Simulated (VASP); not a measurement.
# LiPbO3 (R3c) in VASP: single point with PBEsol

Aim: the single point of LiPbO3 with PBEsol.

Program: VASP 6.6.1. These are calculated values, not measurements. Logs are shortened: lines on timing, memory, paths and dates and some standing lists are left out, and cuts for length are marked.

## (1) The cell of the first run

The structure is trigonal, space group R3c (No. 161). Conventional cell: a = 5.391 Å, b = 5.391 Å, c = 14.138 Å, α = 90.00°, β = 90.00°, γ = 120.00°. Within 2.8 Å of Pb (site symmetry 3) lie 6 O at 2.14 to 2.21 Å. Within 2.6 Å of O (site symmetry 1) lie 2 Li at 1.98 to 2.26 Å and 2 Pb at 2.14 to 2.21 Å. Within 2.6 Å of Li (site symmetry 3) lie 6 O at 1.98 to 2.26 Å.

## (2) Single point, PBEsol

File INCAR:

```
ALGO     = Normal         # electronic algorithm
EDIFF    = 1E-6           # SCF threshold, eV
ENCUT    = 520            # plane-wave cutoff, eV
GGA      = PS             # functional
ISIF     = 2              # what is computed and relaxed
ISMEAR   = -1             # smearing method
LASPH    = True           # aspherical terms in the spheres
LCHARG   = True           # write CHGCAR
LELF     = True           # ELF
LREAL    = False          # projectors in reciprocal space
LVHAR    = True         
LWAVE    = False          # write WAVECAR
NBANDS   = 46             # bands
NELM     = 60             # most SCF steps
PREC     = Accurate       # precision mode
SIGMA    = 0.1            # smearing width, eV
```

File KPOINTS:

```
k-points
0
Gamma
  5 5 5
```

File POSCAR:

```
LiPbO3
1.0
    5.3911759661      0.0000002804      0.0000001816
   -2.6955882259      4.6688952027     -0.0000000908
   -2.6955882228      1.5562983074      4.7125014014
Pb O Li
2 6 2
Direct
    0.0046050402      0.9953949598      0.0138151206
    0.5046050402      0.4953949598      0.5138151206
    0.0861682556      0.3045677415      0.1992506433
    0.6954322585      0.5823498708      0.1992506433
    0.4176501292      0.9138317444      0.1992506433
    0.1954322585      0.4138317444      0.6992506433
    0.9176501292      0.8045677415      0.6992506433
    0.5861682556      0.0823498708      0.6992506433
    0.2897443165      0.7102556835      0.8692329494
    0.7897443165      0.2102556835      0.3692329494
```

Potentials or basis: VASP PAW PBE potentials, release 64 (Pb_d, O, Li_sv).

Launch:

```
cat potpaw_PBE.64/Pb_d/POTCAR potpaw_PBE.64/O/POTCAR potpaw_PBE.64/Li_sv/POTCAR > POTCAR
mpirun -np 1 vasp_std > vasp.out
```

OUTCAR:

```text
EDIFF = 1E-6
   ENCUT = 520
   GGA = PS
   ISIF = 2
   ISMEAR = -1
   LASPH = True
   LREAL = False
   NELM = 60
   PREC = Accurate

 ion  position               nearest neighbor table
   1  0.005  0.995  0.014-   5 2.14   3 2.14   4 2.14   8 2.21   7 2.21   6 2.21  10 3.04   9 3.19
                             9 3.19   9 3.19   2 3.90   2 3.90   2 3.90   2 3.90   2 3.90   2 3.90
   2  0.505  0.495  0.514-   7 2.14   8 2.14   6 2.14   3 2.21   5 2.21   4 2.21   9 3.04  10 3.19
                            10 3.19  10 3.19   1 3.90   1 3.90   1 3.90   1 3.90   1 3.90   1 3.90
   3  0.086  0.305  0.199-  10 1.98   1 2.14   2 2.21   9 2.26
   4  0.695  0.582  0.199-  10 1.98   1 2.14   2 2.21   9 2.26
   5  0.418  0.914  0.199-  10 1.98   1 2.14   2 2.21   9 2.26
   6  0.195  0.414  0.699-   9 1.98   2 2.14   1 2.21  10 2.26
   7  0.918  0.805  0.699-   9 1.98   2 2.14   1 2.21  10 2.26
   8  0.586  0.082  0.699-   9 1.98   2 2.14   1 2.21  10 2.26
   9  0.290  0.710  0.869-   6 1.98   8 1.98   7 1.98   4 2.26   3 2.26   5 2.26   2 3.04   1 3.19
                             1 3.19   1 3.19
  10  0.790  0.210  0.369-   3 1.98   5 1.98   4 1.98   7 2.26   6 2.26   8 2.26   1 3.04   2 3.19
                             2 3.19   2 3.19

  LATTYP: Found a trigonal (rhomboedric) cell.
 ALAT       =     5.6476481607
 COS(alpha) =     0.5443810773

  Lattice vectors:

 A1 = (   0.0000000031,  -3.1125968953,   4.7125014922)
 A2 = (   2.6955877433,   1.5562985878,   4.7125015830)
 A3 = (  -2.6955882228,   1.5562983074,   4.7125014014)

Analysis of symmetry for initial positions (statically):
=====================================================================
 Subroutine PRICEL returns:
 Original cell was already a primitive cell.

 Routine SETGRP: Setting up the symmetry group for a
 trigonal (rhombohedral) supercell.

 Subroutine GETGRP returns: Found  6 space group operations
 (whereof  3 operations were pure point group operations)
 out of a pool of 12 trial point group operations.

The static configuration has the point symmetry C_3 .
 The point group associated with its full space group is C_3v.

Analysis of symmetry for dynamics (positions and initial velocities):
=====================================================================
 Subroutine PRICEL returns:
 Original cell was already a primitive cell.

 Routine SETGRP: Setting up the symmetry group for a
 trigonal (rhombohedral) supercell.

 Subroutine GETGRP returns: Found  6 space group operations
 (whereof  3 operations were pure point group operations)
 out of a pool of 12 trial point group operations.

The dynamic configuration has the point symmetry C_3 .
 The point group associated with its full space group is C_3v.

 Subroutine INISYM returns: Found  6 space group operations
 (whereof  3 operations are pure point group operations),
 and found     1 'primitive' translations

----------------------------------------------------------------------------------------

                                     Primitive cell

  volume of cell :     118.6176

  direct lattice vectors                    reciprocal lattice vectors
     5.391175966  0.000000280  0.000000182     0.185488280  0.107091723  0.070733848
    -2.695588226  4.668895203 -0.000000091    -0.000000009  0.214183426 -0.070733841
    -2.695588223  1.556298307  4.712501401    -0.000000007 -0.000000000  0.212201524

  length of vectors
     5.391175966  5.391175966  5.647648161     0.225561114  0.225561114  0.212201524

  position of ions in fractional coordinates (direct lattice)
     0.004605040  0.995394960  0.013815121
     0.504605040  0.495394960  0.513815121
     0.086168256  0.304567742  0.199250643
     0.695432258  0.582349871  0.199250643
     0.417650129  0.913831744  0.199250643
     0.195432258  0.413831744  0.699250643
     0.917650129  0.804567742  0.699250643
     0.586168256  0.082349871  0.699250643
     0.289744316  0.710255684  0.869232949
     0.789744316  0.210255684  0.369232949

  ion indices of the primitive-cell ions
   primitive index   ion index
                 1           1
                 2           2
                 3           3
                 4           4
                 5           5
                 6           6
                 7           7
                 8           8
                 9           9
                10          10

----------------------------------------------------------------------------------------

 KPOINTS: k-points

Automatic generation of k-mesh.
 Grid dimensions read from file:
 generate k-points for:    5    5    5

 Generating k-lattice:

  Cartesian coordinates                     Fractional coordinates (reciprocal lattice)
     0.037097656  0.021418345  0.014146770     0.200000000  0.000000000 -0.000000000
    -0.000000002  0.042836685 -0.014146768    -0.000000000  0.200000000  0.000000000
    -0.000000001 -0.000000000  0.042440305     0.000000000  0.000000000  0.200000000

  Length of vectors
     0.045112223  0.045112223  0.042440305

  Shift w.r.t. Gamma in fractional coordinates (k-lattice)
     0.000000000  0.000000000  0.000000000

 Subroutine IBZKPT returns following result:
 ===========================================

 Found     19 irreducible k-points:

 Following reciprocal coordinates:
            Coordinates               Weight
  0.000000  0.000000  0.000000      1.000000
  0.200000 -0.000000 -0.000000      6.000000
  0.400000  0.000000  0.000000      6.000000
  0.200000  0.200000 -0.000000      6.000000
  0.400000  0.200000  0.000000     12.000000
 -0.400000  0.200000  0.000000     12.000000
[... 11 lines left out ...]
  0.000000  0.000000  0.400000      2.000000
  0.200000 -0.000000  0.400000      6.000000
   k-points           NKPTS =     19   k-points in BZ     NKDIM =     19   number of bands    NBANDS=     46
   number of dos      NEDOS =    301   number of ions     NIONS =     10
   total plane-waves  NPLWV =  67200
   dimension x,y,z NGX =    40 NGY =   40 NGZ =   42
   dimension x,y,z NGXF=    80 NGYF=   80 NGZF=   84
   ions per type =               2   6   2
   NGX,Y,Z   is equivalent  to a cutoff of  12.33, 12.33, 12.36 a.u.
   NGXF,Y,Z  is equivalent  to a cutoff of  24.67, 24.67, 24.73 a.u.
 SYSTEM =  unknown system
   PREC   = accura    normal or accurate (medium, high low for compatibility)
   ISTART =      0    job   : 0-new  1-cont  2-samecut
   ICHARG =      2    charge: 1-file 2-atom 10-const
   ISPIN  =      1    spin polarized calculation?
   LNONCOLLINEAR =      F non collinear calculations
   LSORBIT =      F    spin-orbit coupling
   LASPH  =      T    aspherical Exc in radial PAW
   ENCUT  =  520.0 eV  38.22 Ry    6.18 a.u.  10.02 10.02 10.50*2*pi/ulx,y,z
   NELM   =     60;   NELMIN=  2; NELMDL= -5     # of ELM steps
   EDIFF  = 0.1E-05   stopping-criterion for ELM
   LREAL  =      F    real-space projection
   EDIFFG = 0.1E-04   stopping-criterion for IOM
   NSW    =      0    number of steps for IOM
   IBRION =     -1    ionic relax: 0-MD 1-quasi-New 2-CG
   NFREE  =      0    steps in history (QN), initial steepest desc. (CG)
   ISIF   =      2    stress and relaxation
   ISYM   =      2    0-nonsym 1-usesym 2-fastsym
   POTIM  = 0.5000    time-step for ionic-motion
   TEBEG  =    0.0;   TEEND  =   0.0 temperature during run
   PSTRESS=    0.0 pullay stress
   NELECT =      70.0000    total number of electrons
   NUPDOWN=      -1.0000    fix difference up-down
   EMIN   =  10.00;   EMAX   =-10.00  energy-range for DOS
   EFERMI =   0.00;   METHOD = LEGACY
   ISMEAR =    -1;   SIGMA  =   0.10  broadening in eV -4-tet -1-fermi 0-gaus
   EFERMI_NEDOS =   21; number of points for ismear=-14 and -15
   IALGO  =     38    algorithm
   IMIX   =      4    mixing-type and parameters
     AMIX     =   0.40;   BMIX     =  1.00
     AMIX_MAG =   1.60;   BMIX_MAG =  1.00
  volume/ion in A,a.u.               =      11.86        80.05
  Fermi-wavevector in a.u.,A,eV,Ry     =   1.373170  2.594916 25.655107  1.885597
  Thomas-Fermi vector in A             =   2.498712
   LORBIT       =      0    0 simple, 1 ext, 2 COOP (PROOUT), +10 PAW based schemes
   GGA     = PS    functional components
   LHFCALC =     F    Hartree Fock is set to
   AEXX    =    0.0000 exact exchange contribution
   IVDW    =     0    specifies the selected vdW correction
   LEPSILON=     F    determine dielectric tensor
   LRPA    =     F    only Hartree local field effects (RPA)
 non-spin polarized calculation
  energy-cutoff  :      520.00
  volume of cell :      118.62
 maximum number of plane-waves:      3227
   NGX = 21   NGY = 21   NGZ = 21

 number of electron      69.9999995 magnetization

 Free energy of the ion-electron system (eV)
  ---------------------------------------------------
  ext. energy  EPLUGINS =         0.00000000
  ---------------------------------------------------
  free energy    TOTEN  =       -52.29153304 eV

  energy without entropy =      -51.89978600  energy(sigma->0) =      -52.09565952

 E-fermi :   2.8896     XC(G=0): -10.7706

 val. band max:        2.8845512148   @ k =  -0.2000   0.2000  -0.0000
 cond. band min:       2.8952881960   @ k =  -0.4000  -0.0000   0.2000
 fundamental gap:      0.0107369812
 Fermi energy:         2.8895974027

 k-point     1 :       0.0000    0.0000    0.0000
  band No.  band energies     occupation
      1     -38.3962      2.00000
      2     -38.3935      2.00000
      3     -14.6521      2.00000
      4     -14.4588      2.00000
      5     -14.4588      2.00000
      6     -13.4174      2.00000
[... 38 lines left out ...]
     45      14.2215      0.00000
     46      14.4160      0.00000

 k-point     2 :       0.2000   -0.0000   -0.0000
  band No.  band energies     occupation
      1     -38.3958      2.00000
      2     -38.3937      2.00000
      3     -14.5496      2.00000
      4     -14.3971      2.00000
      5     -14.3620      2.00000
      6     -13.6006      2.00000
[... 825 lines left out ...]
 k-point    19 :       0.2000   -0.0000    0.4000
  band No.  band energies     occupation
      1     -38.3948      2.00000
      2     -38.3947      2.00000
      3     -14.3313      2.00000
      4     -14.1436      2.00000
      5     -14.1298      2.00000
      6     -13.9017      2.00000
[... 38 lines left out ...]
     45      15.8870      0.00000
     46      15.9728      0.00000

------------------------ aborting loop because EDIFF is reached ----------------------------------------

  FORCE on cell =-STRESS in cart. coord.  units (eV):
  Direction    XX          YY          ZZ          XY          YZ          ZX
  --------------------------------------------------------------------------------------
  -------------------------------------------------------------------------------------
  Total        0.1655255      0.1655255      0.1093637     -0.0000000     -0.0000000      0.0000000
  in kB        2.2357660      2.2357660      1.4771838     -0.0000000     -0.0000000      0.0000000
  external PRESSURE =       1.9829053 kB  Pullay stress =       0.0000000 kB

 VOLUME and BASIS-vectors are now :
 -----------------------------------------------------------------------------
  energy-cutoff  :      520.00
  volume of cell :      118.62
      direct lattice vectors                 reciprocal lattice vectors
     5.391175966  0.000000280  0.000000182     0.185488280  0.107091723  0.070733848
    -2.695588226  4.668895203 -0.000000091    -0.000000009  0.214183426 -0.070733841
    -2.695588223  1.556298307  4.712501401    -0.000000007 -0.000000000  0.212201524

 POSITION                                       TOTAL-FORCE (eV/Angst)
 -----------------------------------------------------------------------------------
     -2.69559      4.66890      0.06510        -0.000000     -0.000000      0.003136
     -0.00000      3.11260      2.42135        -0.000000     -0.000000      0.003136
     -0.89354      1.73209      0.93897        -0.011282      0.010177     -0.005018
      1.64232      3.02902      0.93897        -0.003173     -0.014860     -0.005018
     -0.74879      4.57668      0.93897         0.014455      0.004682     -0.005018
     -1.94680      3.02038      3.29522        -0.014455      0.004682     -0.005018
      0.89354      4.84469      3.29522         0.011282      0.010177     -0.005018
      1.05326      1.47273      3.29522         0.003173     -0.014860     -0.005018
     -2.69559      4.66890      4.09626        -0.000000     -0.000000      0.011919
      2.69559      1.55630      1.74001        -0.000000     -0.000000      0.011919
 -----------------------------------------------------------------------------------
    total drift:                               -0.000038      0.000022     -0.001362

  FREE ENERGIE OF THE ION-ELECTRON SYSTEM (eV)
  ---------------------------------------------------
  free  energy   TOTEN  =       -52.2915330367 eV

  energy  without entropy=      -51.8997860020  energy(sigma->0) =      -52.09565952
```

Run time: 51 s. Hardware: 1 thread of Intel Xeon 6975P-C (Granite Rapids), shared host; peak memory 0.29 GiB.

What came out:

| Item | Value |
| --- | --- |
| Free energy | -52.2915 eV |
| Largest force | 0.016 eV/Å |
| Band gap on the k mesh | zero (band 35 reaches 2.88 eV, above the bottom of band 36 at 2.73 eV) |

Forces on the atoms (eV/Å):
```
Pb   0.000  0.000  0.003
Pb   0.000  0.000  0.003
O   -0.011  0.010 -0.005
O   -0.003 -0.015 -0.005
O    0.014  0.005 -0.005
O   -0.014  0.005 -0.005
O    0.011  0.010 -0.005
O    0.003 -0.015 -0.005
Li   0.000  0.000  0.012
Li   0.000  0.000  0.012
```

Caveat: the cutoff is under 1.25 times the usual one of these potentials, so pressure, stress and relaxed cells hold a basis-set (Pulay) error; the PAW data sets were made with another functional, which shifts forces and pressure a little; spin-orbit coupling is left out, which moves the levels of the heavy elements.
